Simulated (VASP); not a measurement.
# MgO (Fm-3m) in VASP: notebook, part 2 of 2

VASP 6.6.1. The steps go on from the part before.

## 4. Single point, PBEsol

Contents of INCAR:

```
PREC = Accurate ; ENCUT = 520
EDIFF = 1E-6 ; ISMEAR = 0
SIGMA = 0.01 ; LREAL = False
LASPH = True ; NELM = 80
ALGO = Normal ; ISIF = 2
LWAVE = False ; LCHARG = True
GGA = PS ; LELF = True
LVHAR = True ; NBANDS = 11
```

Contents of KPOINTS:

```
Automatic mesh
0
Gamma
  6 6 6
```

Contents of POSCAR:

```
MgO
1.0
    0.0000000000      2.0908720000      2.0908720000
    2.0908720000      0.0000000000      2.0908720000
    2.0908720000      2.0908720000      0.0000000000
Mg O
1 1
Direct
    0.0000000000      0.0000000000      0.0000000000
    0.5000000000      0.5000000000      0.5000000000
```

Potentials or basis: VASP PAW PBE potentials, release 64 (Mg, O).

Run with:

```
cat potpaw_PBE.64/Mg/POTCAR potpaw_PBE.64/O/POTCAR > POTCAR
mpirun -np 1 vasp_std > vasp.out
```

OUTCAR:

```text
PREC = Accurate
   ENCUT = 520
   EDIFF = 1E-6
   ISMEAR = 0
   LREAL = False
   LASPH = True
   NELM = 80
   ISIF = 2
   GGA = PS

 ion  position               nearest neighbor table
   1  0.000  0.000  0.000-   2 2.09   2 2.09   2 2.09   2 2.09   2 2.09   2 2.09
   2  0.500  0.500  0.500-   1 2.09   1 2.09   1 2.09   1 2.09   1 2.09   1 2.09

  LATTYP: Found a face centered cubic cell.
 ALAT       =     4.1817440000

  Lattice vectors:

 A1 = (   0.0000000000,   2.0908720000,   2.0908720000)
 A2 = (   2.0908720000,   0.0000000000,   2.0908720000)
 A3 = (   2.0908720000,   2.0908720000,   0.0000000000)

Analysis of symmetry for initial positions (statically):
=====================================================================
 Subroutine PRICEL returns:
 Original cell was already a primitive cell.

 Routine SETGRP: Setting up the symmetry group for a
 face centered cubic supercell.

 Subroutine GETGRP returns: Found 48 space group operations
 (whereof 48 operations were pure point group operations)
 out of a pool of 48 trial point group operations.

The static configuration has the point symmetry O_h .

Analysis of symmetry for dynamics (positions and initial velocities):
=====================================================================
 Subroutine PRICEL returns:
 Original cell was already a primitive cell.

 Routine SETGRP: Setting up the symmetry group for a
 face centered cubic supercell.

 Subroutine GETGRP returns: Found 48 space group operations
 (whereof 48 operations were pure point group operations)
 out of a pool of 48 trial point group operations.

The dynamic configuration has the point symmetry O_h .

 Subroutine INISYM returns: Found 48 space group operations
 (whereof 48 operations are pure point group operations),
 and found     1 'primitive' translations

----------------------------------------------------------------------------------------

                                     Primitive cell

  volume of cell :      18.2815

  direct lattice vectors                    reciprocal lattice vectors
[... 107 lines left out ...]
   LEPSILON=     F    determine dielectric tensor
   LRPA    =     F    only Hartree local field effects (RPA)
 non-spin polarized calculation
 Gauss-broadening in eV      SIGMA  =   0.01
  energy-cutoff  :      520.00
  volume of cell :       18.28
 maximum number of plane-waves:       531
 NGX is ok and might be reduce to    24
   NGX = 11   NGY = 11   NGZ = 11

 number of electron       8.0000003 magnetization

 Free energy of the ion-electron system (eV)
  ---------------------------------------------------
  ext. energy  EPLUGINS =         0.00000000
  ---------------------------------------------------
  free energy    TOTEN  =       -12.50766566 eV

  energy without entropy =      -12.50766566  energy(sigma->0) =      -12.50766566

 E-fermi :   3.3312     XC(G=0): -11.4155

 val. band max:        3.2327886996   @ k =   0.0000   0.0000   0.0000
 cond. band min:       8.0786978444   @ k =   0.0000   0.0000   0.0000
 fundamental gap:      4.8459091448
 Fermi energy:         3.3311877600

 k-point     1 :       0.0000    0.0000    0.0000
  band No.  band energies     occupation
      1     -14.0873      2.00000
      2       3.2328      2.00000
      3       3.2328      2.00000
      4       3.2328      2.00000
      5       8.0787      0.00000
      6      18.9837      0.00000
      7      18.9837      0.00000
      8      18.9837      0.00000
      9      22.8838      0.00000
     10      24.7931      0.00000
     11      24.7931      0.00000
[... 197 lines left out ...]
 k-point    16 :      -0.3333    0.5000    0.1667
  band No.  band energies     occupation
      1     -12.3998      2.00000
      2      -0.4636      2.00000
      3       0.8998      2.00000
      4       1.5026      2.00000
      5      13.7003      0.00000
      6      14.8132      0.00000
      7      15.7689      0.00000
      8      19.9114      0.00000
      9      23.5863      0.00000
     10      28.0272      0.00000
     11      29.7176      0.00000

------------------------ aborting loop because EDIFF is reached ----------------------------------------

  FORCE on cell =-STRESS in cart. coord.  units (eV):
  Direction    XX          YY          ZZ          XY          YZ          ZX
  --------------------------------------------------------------------------------------
  -------------------------------------------------------------------------------------
  Total        0.3813363      0.3813363      0.3813363      0.0000000      0.0000000      0.0000000
  in kB       33.4199967     33.4199967     33.4199967      0.0000000      0.0000000      0.0000000
  external PRESSURE =      33.4199967 kB  Pullay stress =       0.0000000 kB

 VOLUME and BASIS-vectors are now :
 -----------------------------------------------------------------------------
  energy-cutoff  :      520.00
  volume of cell :       18.28
      direct lattice vectors                 reciprocal lattice vectors
     0.000000000  2.090872000  2.090872000    -0.239134677  0.239134677  0.239134677
     2.090872000  0.000000000  2.090872000     0.239134677 -0.239134677  0.239134677
     2.090872000  2.090872000  0.000000000     0.239134677  0.239134677 -0.239134677

 POSITION                                       TOTAL-FORCE (eV/Angst)
 -----------------------------------------------------------------------------------
      0.00000      0.00000      0.00000         0.000000      0.000000      0.000000
      2.09087      2.09087      2.09087         0.000000      0.000000     -0.000000
 -----------------------------------------------------------------------------------
    total drift:                               -0.000000     -0.000000      0.000000

  FREE ENERGIE OF THE ION-ELECTRON SYSTEM (eV)
  ---------------------------------------------------
  free  energy   TOTEN  =       -12.5076656582 eV

  energy  without entropy=      -12.5076656582  energy(sigma->0) =      -12.50766566
```

OSZICAR:

```text
N       E                     dE             d eps       ncg     rms          rms(c)
DAV:   1     0.166078889317E+02    0.16608E+02   -0.46127E+03   376   0.643E+02
DAV:   2    -0.131824284557E+02   -0.29790E+02   -0.29168E+02   400   0.144E+02
DAV:   3    -0.138978194210E+02   -0.71539E+00   -0.71481E+00   426   0.196E+01
DAV:   4    -0.138994190681E+02   -0.15996E-02   -0.15996E-02   385   0.108E+00
DAV:   5    -0.138994243359E+02   -0.52678E-05   -0.52678E-05   409   0.596E-02    0.669E+00
DAV:   6    -0.125421632241E+02    0.13573E+01   -0.75044E+00   364   0.150E+01    0.215E+00
DAV:   7    -0.125210065552E+02    0.21157E-01   -0.52561E-02   394   0.201E+00    0.130E+00
DAV:   8    -0.125080847453E+02    0.12922E-01   -0.22652E-02   367   0.172E+00    0.225E-01
DAV:   9    -0.125077507946E+02    0.33395E-03   -0.46002E-04   388   0.147E-01    0.136E-01
DAV:  10    -0.125076631639E+02    0.87631E-04   -0.51755E-04   391   0.163E-01    0.418E-03
DAV:  11    -0.125076653171E+02   -0.21533E-05   -0.36942E-06   379   0.145E-02    0.366E-03
DAV:  12    -0.125076656582E+02   -0.34104E-06   -0.14101E-07   197   0.312E-03
   1 F= -.12507666E+02 E0= -.12507666E+02  d E =-.698131E-46
```

Run time: 6.7 s. Hardware: 1 thread of AMD EPYC 7R43 (Zen 3), shared host; peak memory 0.1 GiB.

What came out:

- Free energy: -12.5077 eV
- Pressure: 3.3 GPa
- Band gap on the k mesh: 4.85 eV, direct

Levels at points of the mesh, in eV from the valence-band top:
```csv
k point,band 1,band 2,band 3,band 4,band 5,band 6,band 7,band 8,band 9
"(0.00, 0.00, 0.00)",-17.32,0.00,0.00,0.00,4.85,15.75,15.75,15.75,19.65
"(0.50, 0.00, 0.00)",-15.95,-4.78,-0.69,-0.69,7.88,12.75,16.40,16.40,21.09
"(0.50, 0.50, 0.00)",-15.68,-4.24,-1.40,-1.40,8.94,10.11,13.20,19.17,19.17
```

Caveat: the k points lie up to 0.43 Å⁻¹ apart; the PAW data sets were made with another functional, which shifts forces and pressure a little.

## 5. Overview

| level | potentials or basis | gap on the mesh (eV) | pressure (GPa) |
| --- | --- | --- | --- |
| LDA | VASP PAW LDA potentials, release 64 (Mg, O) | 4.87 | -4.4 |
| PBE | VASP PAW PBE potentials, release 64 (Mg, O) | 4.94 | 7.8 |
| PBEsol | VASP PAW PBE potentials, release 64 (Mg, O) | 4.85 | 3.3 |

Alike in all rows: task single point; no spin polarisation; cell as given; k mesh 6 × 6 × 6; cutoff (eV) 520; smearing gaussian 0.01 eV.

Caveats: all runs use coarse meshes; the PAW data sets were made with another functional, which shifts forces and pressure a little (some runs).

Absolute energies hang on the potentials; compare differences alone.
